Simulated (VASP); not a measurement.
# InGa2N3 (Cmc2_1) in VASP: notebook, part 2 of 2

VASP 6.6.1. The steps go on from the part before.

**3. Single point, PBE**

This run uses another cell than the first one, of 13.03 Å³/atom.

File INCAR:

```
PREC = Accurate
ENCUT = 520
EDIFF = 1E-6
ISMEAR = 0
SIGMA = 0.1
LREAL = F
LASPH = T
NELM = 100
ALGO = Normal
ISIF = 2
LWAVE = F
LCHARG = F
GGA = PE
NBANDS = 66
```

File KPOINTS:

```
Automatic mesh
0
Gamma
  4 4 4
```

File POSCAR:

```
InGa2N3
1.0
    0.0000000000      0.0000000000     -5.3980600035
    0.0000000000      5.7803992786      0.0000000000
    5.0104830844     -2.8901996393      0.0000000000
In Ga N
2 4 6
Direct
    0.5102045603      0.6746256590      0.0000000000
    0.0102045603      0.3253743410      0.0000000000
    0.5074112309      0.3338071153      0.3408295087
    0.5074112309      0.9929776067      0.6591704913
    0.0074112309      0.6661928847      0.6591704913
    0.0074112309      0.0070223933      0.3408295087
    0.1409758477      0.3337100330      0.3601135523
    0.1409758477      0.9735964807      0.6398864477
    0.6409758477      0.6662899670      0.6398864477
    0.6409758477      0.0264035193      0.3601135523
    0.1050203026      0.6922294936      0.0000000000
    0.6050203026      0.3077705064      0.0000000000
```

Potentials or basis: VASP PAW PBE potentials, release 64 (In_d, Ga_d, N).

Run with:

```sh
cat potpaw_PBE.64/In_d/POTCAR potpaw_PBE.64/Ga_d/POTCAR potpaw_PBE.64/N/POTCAR > POTCAR
mpirun -np 1 vasp_std > vasp.out
```

OUTCAR:

```text
PREC = Accurate
   ENCUT = 520
   EDIFF = 1E-6
   ISMEAR = 0
   LREAL = F
   LASPH = T
   NELM = 100
   ISIF = 2
   GGA = PE

 ion  position               nearest neighbor table
   1  0.510  0.675  0.000-   9 2.18  10 2.18  12 2.18  11 2.19   3 3.30   4 3.30   4 3.30   3 3.30
                             6 3.32   5 3.32   6 3.34   5 3.34   2 3.37   2 3.37   4 3.41   3 3.41
   2  0.010  0.325  0.000-   7 2.18   8 2.18  11 2.18  12 2.19   5 3.30   6 3.30   6 3.30   5 3.30
                             4 3.32   3 3.32   4 3.34   3 3.34   1 3.37   1 3.37   6 3.41   5 3.41
   3  0.507  0.334  0.341-   9 1.97  10 1.97  12 1.97   7 1.98   1 3.30   1 3.30   2 3.32   2 3.34
                             1 3.41
   4  0.507  0.993  0.659-  10 1.97   9 1.97  12 1.97   8 1.98   1 3.30   1 3.30   2 3.32   2 3.34
                             1 3.41
   5  0.007  0.666  0.659-   7 1.97   8 1.97  11 1.97   9 1.98   2 3.30   2 3.30   1 3.32   1 3.34
                             2 3.41
   6  0.007  0.007  0.341-   8 1.97   7 1.97  11 1.97  10 1.98   2 3.30   2 3.30   1 3.32   1 3.34
                             2 3.41
   7  0.141  0.334  0.360-   5 1.97   6 1.97   3 1.98   2 2.18
   8  0.141  0.974  0.640-   6 1.97   5 1.97   4 1.98   2 2.18
   9  0.641  0.666  0.640-   3 1.97   4 1.97   5 1.98   1 2.18
  10  0.641  0.026  0.360-   4 1.97   3 1.97   6 1.98   1 2.18
  11  0.105  0.692  0.000-   6 1.97   5 1.97   2 2.18   1 2.19
  12  0.605  0.308  0.000-   4 1.97   3 1.97   1 2.18   2 2.19

  LATTYP: Found a base centered orthorhombic cell.
 ALAT       =     5.7803992786
 B/A-ratio  =     1.7336114143
 C/A-ratio  =     0.9338559057

  Lattice vectors:

 A1 = (  -5.0104830844,   2.8901996393,   0.0000000000)
 A2 = (   5.0104830844,   2.8901996393,   0.0000000000)
 A3 = (   0.0000000000,   0.0000000000,  -5.3980600035)

Analysis of symmetry for initial positions (statically):
=====================================================================
 Subroutine PRICEL returns:
 Original cell was already a primitive cell.

 Routine SETGRP: Setting up the symmetry group for a
 base centered orthorhombic supercell.
[... 168 lines left out ...]
 non-spin polarized calculation
 Gauss-broadening in eV      SIGMA  =   0.10
  energy-cutoff  :      520.00
  volume of cell :      156.34
 maximum number of plane-waves:      4244
   NGX = 21   NGY = 21   NGZ = 21

 number of electron     107.9999971 magnetization

 Free energy of the ion-electron system (eV)
  ---------------------------------------------------
  ext. energy  EPLUGINS =         0.00000000
  ---------------------------------------------------
  free energy    TOTEN  =       -69.90478059 eV

  energy without entropy =      -69.90478059  energy(sigma->0) =      -69.90478059

 E-fermi :   5.9960     XC(G=0): -11.2020

 val. band max:        5.5514066688   @ k =   0.0000   0.0000   0.0000
 cond. band min:       6.4263435599   @ k =   0.0000   0.0000   0.0000
 fundamental gap:      0.8749368911
 Fermi energy:         5.9959884805

 k-point     1 :       0.0000    0.0000    0.0000
  band No.  band energies     occupation
      1      -9.7220      2.00000
      2      -9.3025      2.00000
      3      -9.1830      2.00000
      4      -9.1774      2.00000
      5      -9.1471      2.00000
      6      -9.1306      2.00000
[... 1438 lines left out ...]
     65      13.3062      0.00000
     66      13.3062      0.00000

------------------------ aborting loop because EDIFF is reached ----------------------------------------

  FORCE on cell =-STRESS in cart. coord.  units (eV):
  Direction    XX          YY          ZZ          XY          YZ          ZX
  --------------------------------------------------------------------------------------
  -------------------------------------------------------------------------------------
  Total        0.1053993      0.1157987      0.1237357      0.0000000      0.0000000      0.0000000
  in kB        1.0801228      1.1866948      1.2680325      0.0000000      0.0000000      0.0000000
  external PRESSURE =       1.1782834 kB  Pullay stress =       0.0000000 kB

 VOLUME and BASIS-vectors are now :
 -----------------------------------------------------------------------------
  energy-cutoff  :      520.00
  volume of cell :      156.34
      direct lattice vectors                 reciprocal lattice vectors
     0.000000000  0.000000000 -5.398060004     0.000000000  0.000000000 -0.185251738
     0.000000000  5.780399279  0.000000000     0.099790777  0.172998430  0.000000000
     5.010483084 -2.890199639  0.000000000     0.199581554  0.000000000  0.000000000

 POSITION                                       TOTAL-FORCE (eV/Angst)
 -----------------------------------------------------------------------------------
      0.00000      3.89961     -2.75411         0.000000      0.000253     -0.000566
      0.00000      1.88079     -0.05508         0.000000     -0.000253     -0.000566
      1.70772      0.94447     -2.73904        -0.000439      0.000258     -0.001155
      3.30276      3.83467     -2.73904         0.000439      0.000258     -0.001155
      3.30276      1.94573     -0.04001         0.000439     -0.000258     -0.001155
      1.70772     -0.94447     -0.04001        -0.000439     -0.000258     -0.001155
      1.80434      0.88818     -0.76100         0.004986     -0.002633     -0.002290
      3.20614      3.77838     -0.76100        -0.004986     -0.002633     -0.002290
      3.20614      2.00202     -3.46003        -0.004986      0.002633     -0.002290
      1.80434     -0.88818     -3.46003         0.004986      0.002633     -0.002290
      0.00000      4.00136     -0.56691         0.000000      0.006610      0.007456
      0.00000      1.77904     -3.26594         0.000000     -0.006610      0.007456
 -----------------------------------------------------------------------------------
    total drift:                               -0.000028      0.000014     -0.003356

  FREE ENERGIE OF THE ION-ELECTRON SYSTEM (eV)
  ---------------------------------------------------
  free  energy   TOTEN  =       -69.9047805909 eV

  energy  without entropy=      -69.9047805909  energy(sigma->0) =      -69.90478059
```

stdout:

```text
POSCAR found type information on POSCAR InGaN
 POSCAR found :  3 types and      12 ions
 scaLAPACK will be used
 LDA part: xc-table for (Slater+PW92), standard interpolation
 POSCAR, INCAR and KPOINTS ok, starting setup
 FFT: planning ... GRIDC
 FFT: planning ... GRID_SOFT
 FFT: planning ... GRID
 WAVECAR not read
 entering main loop
```

Run time: 11 min. Hardware: 1 thread of Intel Xeon 8259CL, shared host; peak memory 0.39 GiB.

What came out:

- Free energy: -69.9048 eV
- Pressure: 0.1 GPa
- Largest force: 0.010 eV/Å
- Band gap on the k mesh: 0.87 eV

Forces in eV/Å, atoms in the order of the input:
```
In   0.000  0.000 -0.001
In   0.000  0.000 -0.001
Ga   0.000  0.000 -0.001
Ga   0.000  0.000 -0.001
Ga   0.000  0.000 -0.001
Ga   0.000  0.000 -0.001
N    0.005 -0.003 -0.002
N   -0.005 -0.003 -0.002
N   -0.005  0.003 -0.002
N    0.005  0.003 -0.002
N    0.000  0.007  0.007
N    0.000 -0.007  0.007
```

Levels at points of the mesh, in eV from the valence-band top:
```
           k point  band 51  band 52  band 53  band 54  band 55  band 56  band 57  band 58
(0.00, 0.00, 0.00)    -0.89    -0.04     0.00     0.00     0.87     3.41     5.19     5.22
(0.50, 0.00, 0.00)    -0.47    -0.47    -0.46    -0.46     3.27     3.27     5.66     5.66
(0.00, 0.50, 0.00)    -0.87    -0.81    -0.78    -0.73     3.60     3.87     4.89     4.99
(0.50, 0.50, 0.00)    -1.38    -1.38    -1.13    -1.13     3.88     3.88     4.76     4.76
(0.00, 0.00, 0.50)    -0.97    -0.77    -0.75    -0.64     3.50     4.14     4.31     5.10
(0.50, 0.00, 0.50)    -1.36    -1.36    -1.22    -1.22     3.99     3.99     4.66     4.66
```

Caveat: spin-orbit coupling is left out, which moves the levels of the heavy elements.
